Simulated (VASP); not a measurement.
# BaZrO3 (Pm-3m) in VASP: notebook

Runs on BaZrO3. Level: PBEsol. Tasks: single point, relaxation of cell and atoms.

Program: VASP 6.6.1. These are calculated values, not measurements. Logs are shortened: lines on timing, memory, paths and dates and some standing lists are left out, and cuts for length are marked.

### Step 1. The cell of the first run

It takes space group Pm-3m (No. 221, cubic). The conventional cell has a = 4.181 Å, b = 4.181 Å, c = 4.181 Å, α = 90.00°, β = 90.00°, γ = 90.00°. Within 3.9 Å of Ba (site symmetry m-3m) lie 12 O at 2.96 Å and 8 Zr at 3.62 Å. Zr (site symmetry m-3m) has 6 O at 2.09 Å within 2.8 Å. Within 2.8 Å of O (site symmetry 4/mmm) lie 2 Zr at 2.09 Å.

### Step 2. Single point, PBEsol

INCAR reads:

```
SYSTEM = BaZrO3
ALGO = Normal ; EDIFF = 1E-6
ENCUT = 520 ; GGA = PS
ISIF = 2 ; ISMEAR = 0
LASPH = .TRUE. ; LCHARG = .FALSE.
LREAL = .FALSE. ; LWAVE = .FALSE.
NBANDS = 28 ; NELM = 100
PREC = Accurate ; SIGMA = 0.01
```

KPOINTS reads:

```
k-points
0
G
  4 4 4
  0 0 0
```

POSCAR reads:

```
BaZrO3
1.0
    4.1806150114      0.0000000000      0.0000000000
    0.0000000000      4.1806150114      0.0000000000
    0.0000000000      0.0000000000      4.1806150114
Ba Zr O
1 1 3
Direct
    0.0000000000      0.0000000000      0.0000000000
    0.5000000000      0.5000000000      0.5000000000
    0.0000000000      0.5000000000      0.5000000000
    0.5000000000      0.0000000000      0.5000000000
    0.5000000000      0.5000000000      0.0000000000
```

Potentials or basis: VASP PAW PBE potentials, release 64 (Ba_sv, Zr_sv, O).

Launch:

```
> cat potpaw_PBE.64/Ba_sv/POTCAR potpaw_PBE.64/Zr_sv/POTCAR potpaw_PBE.64/O/POTCAR > POTCAR
> mpirun -np 1 vasp_std > vasp.out
```

OUTCAR:

```text
SYSTEM = BaZrO3
   EDIFF = 1E-6
   ENCUT = 520
   GGA = PS
   ISIF = 2
   ISMEAR = 0
   LASPH = .TRUE.
   LREAL = .FALSE.
   NELM = 100
   PREC = Accurate

 ion  position               nearest neighbor table
   1  0.000  0.000  0.000-   3 2.96   4 2.96   5 2.96   3 2.96   4 2.96   3 2.96   5 2.96   3 2.96
                             4 2.96   5 2.96   4 2.96   5 2.96   2 3.62   2 3.62   2 3.62   2 3.62
   2  0.500  0.500  0.500-   3 2.09   4 2.09   5 2.09   5 2.09   4 2.09   3 2.09   1 3.62   1 3.62
                             1 3.62   1 3.62   1 3.62   1 3.62   1 3.62   1 3.62
   3  0.000  0.500  0.500-   2 2.09   2 2.09   1 2.96   1 2.96   1 2.96   1 2.96
   4  0.500  0.000  0.500-   2 2.09   2 2.09   1 2.96   1 2.96   1 2.96   1 2.96
   5  0.500  0.500  0.000-   2 2.09   2 2.09   1 2.96   1 2.96   1 2.96   1 2.96

  LATTYP: Found a simple cubic cell.
 ALAT       =     4.1806150114

  Lattice vectors:

 A1 = (   4.1806150114,   0.0000000000,   0.0000000000)
 A2 = (   0.0000000000,   4.1806150114,   0.0000000000)
 A3 = (   0.0000000000,   0.0000000000,   4.1806150114)

Analysis of symmetry for initial positions (statically):
=====================================================================
 Subroutine PRICEL returns:
 Original cell was already a primitive cell.

 Routine SETGRP: Setting up the symmetry group for a
 simple cubic supercell.

 Subroutine GETGRP returns: Found 48 space group operations
 (whereof 48 operations were pure point group operations)
 out of a pool of 48 trial point group operations.

The static configuration has the point symmetry O_h .

Analysis of symmetry for dynamics (positions and initial velocities):
=====================================================================
 Subroutine PRICEL returns:
 Original cell was already a primitive cell.

 Routine SETGRP: Setting up the symmetry group for a
 simple cubic supercell.

 Subroutine GETGRP returns: Found 48 space group operations
 (whereof 48 operations were pure point group operations)
 out of a pool of 48 trial point group operations.

The dynamic configuration has the point symmetry O_h .

 Subroutine INISYM returns: Found 48 space group operations
 (whereof 48 operations are pure point group operations),
 and found     1 'primitive' translations

----------------------------------------------------------------------------------------

                                     Primitive cell

  volume of cell :      73.0669
[... 81 lines left out ...]
   LREAL  =      F    real-space projection
   EDIFFG = 0.1E-04   stopping-criterion for IOM
   NSW    =      0    number of steps for IOM
   IBRION =     -1    ionic relax: 0-MD 1-quasi-New 2-CG
   NFREE  =      0    steps in history (QN), initial steepest desc. (CG)
   ISIF   =      2    stress and relaxation
   ISYM   =      2    0-nonsym 1-usesym 2-fastsym
   POTIM  = 0.5000    time-step for ionic-motion
   TEBEG  =    0.0;   TEEND  =   0.0 temperature during run
   PSTRESS=    0.0 pullay stress
   NELECT =      40.0000    total number of electrons
   NUPDOWN=      -1.0000    fix difference up-down
   EMIN   =  10.00;   EMAX   =-10.00  energy-range for DOS
   EFERMI =   0.00;   METHOD = LEGACY
   ISMEAR =     0;   SIGMA  =   0.01  broadening in eV -4-tet -1-fermi 0-gaus
   EFERMI_NEDOS =   21; number of points for ismear=-14 and -15
   IALGO  =     38    algorithm
   IMIX   =      4    mixing-type and parameters
     AMIX     =   0.40;   BMIX     =  1.00
     AMIX_MAG =   1.60;   BMIX_MAG =  1.00
  volume/ion in A,a.u.               =      14.61        98.62
  Fermi-wavevector in a.u.,A,eV,Ry     =   1.339228  2.530775 24.402494  1.793533
  Thomas-Fermi vector in A             =   2.467637
   LORBIT       =      0    0 simple, 1 ext, 2 COOP (PROOUT), +10 PAW based schemes
   GGA     = PS    functional components
   LHFCALC =     F    Hartree Fock is set to
   AEXX    =    0.0000 exact exchange contribution
   IVDW    =     0    specifies the selected vdW correction
   LEPSILON=     F    determine dielectric tensor
   LRPA    =     F    only Hartree local field effects (RPA)
 non-spin polarized calculation
 Gauss-broadening in eV      SIGMA  =   0.01
  energy-cutoff  :      520.00
  volume of cell :       73.07
 maximum number of plane-waves:      1986
 NGX is ok and might be reduce to    32
   NGX = 15   NGY = 15   NGZ = 15

 number of electron      40.0000005 magnetization

 Free energy of the ion-electron system (eV)
  ---------------------------------------------------
  ext. energy  EPLUGINS =         0.00000000
  ---------------------------------------------------
  free energy    TOTEN  =       -43.61019626 eV

  energy without entropy =      -43.61019626  energy(sigma->0) =      -43.61019626

 E-fermi :   3.8483     XC(G=0): -11.0608

 val. band max:        3.6925011393   @ k =   0.5000   0.5000   0.5000
 cond. band min:       6.8085064288   @ k =   0.0000   0.0000   0.0000
 fundamental gap:      3.1160052895
 Fermi energy:         3.8483207941

 k-point     1 :       0.0000    0.0000    0.0000
  band No.  band energies     occupation
      1     -43.1455      2.00000
      2     -21.5276      2.00000
      3     -21.3656      2.00000
      4     -21.3656      2.00000
      5     -21.3656      2.00000
      6     -12.6104      2.00000
[... 299 lines left out ...]
     27      12.9059      0.00000
     28      12.9059      0.00000

------------------------ aborting loop because EDIFF is reached ----------------------------------------

  FORCE on cell =-STRESS in cart. coord.  units (eV):
  Direction    XX          YY          ZZ          XY          YZ          ZX
  --------------------------------------------------------------------------------------
  -------------------------------------------------------------------------------------
  Total        0.5459631      0.5459631      0.5459631     -0.0000000      0.0000000     -0.0000000
  in kB       11.9716312     11.9716312     11.9716312     -0.0000000      0.0000000     -0.0000000
  external PRESSURE =      11.9716312 kB  Pullay stress =       0.0000000 kB

 VOLUME and BASIS-vectors are now :
 -----------------------------------------------------------------------------
  energy-cutoff  :      520.00
  volume of cell :       73.07
      direct lattice vectors                 reciprocal lattice vectors
     4.180615011  0.000000000  0.000000000     0.239199256  0.000000000  0.000000000
     0.000000000  4.180615011  0.000000000     0.000000000  0.239199256  0.000000000
     0.000000000  0.000000000  4.180615011     0.000000000  0.000000000  0.239199256

 POSITION                                       TOTAL-FORCE (eV/Angst)
 -----------------------------------------------------------------------------------
      0.00000      0.00000      0.00000         0.000000      0.000000      0.000000
      2.09031      2.09031      2.09031         0.000000      0.000000      0.000000
      0.00000      2.09031      2.09031         0.000000      0.000000      0.000000
      2.09031      0.00000      2.09031         0.000000      0.000000      0.000000
      2.09031      2.09031      0.00000         0.000000      0.000000      0.000000
 -----------------------------------------------------------------------------------
    total drift:                                0.000000     -0.000000     -0.000000

  FREE ENERGIE OF THE ION-ELECTRON SYSTEM (eV)
  ---------------------------------------------------
  free  energy   TOTEN  =       -43.6101962591 eV

  energy  without entropy=      -43.6101962591  energy(sigma->0) =      -43.61019626
```

stdout:

```text
POSCAR found type information on POSCAR BaZrO
 POSCAR found :  3 types and       5 ions
 scaLAPACK will be used
 -----------------------------------------------------------------------------
|                                                                             |
|                                                                             |
|     You enforced a specific xc type in the INCAR file but a different       |
|     I HOPE YOU KNOW WHAT YOU ARE DOING!                                     |
|                                                                             |
 -----------------------------------------------------------------------------

 LDA part: xc-table for (Slater+PW92), standard interpolation
 POSCAR, INCAR and KPOINTS ok, starting setup
 FFT: planning ... GRIDC
 FFT: planning ... GRID_SOFT
 FFT: planning ... GRID
 WAVECAR not read
 entering main loop
```

Run time: 9 s. Hardware: 1 thread of Intel Xeon 6975P-C (Granite Rapids), shared host; peak memory 0.18 GiB.

What came out:

- Free energy: -43.6102 eV
- Pressure: 1.2 GPa
- Band gap on the k mesh: 3.12 eV, indirect (least direct gap 3.33 eV)

Caveat: the PAW data sets were made with another functional, which shifts forces and pressure a little; spin-orbit coupling is left out, which moves the levels of the heavy elements.

(Continued in part 2 of 3.)
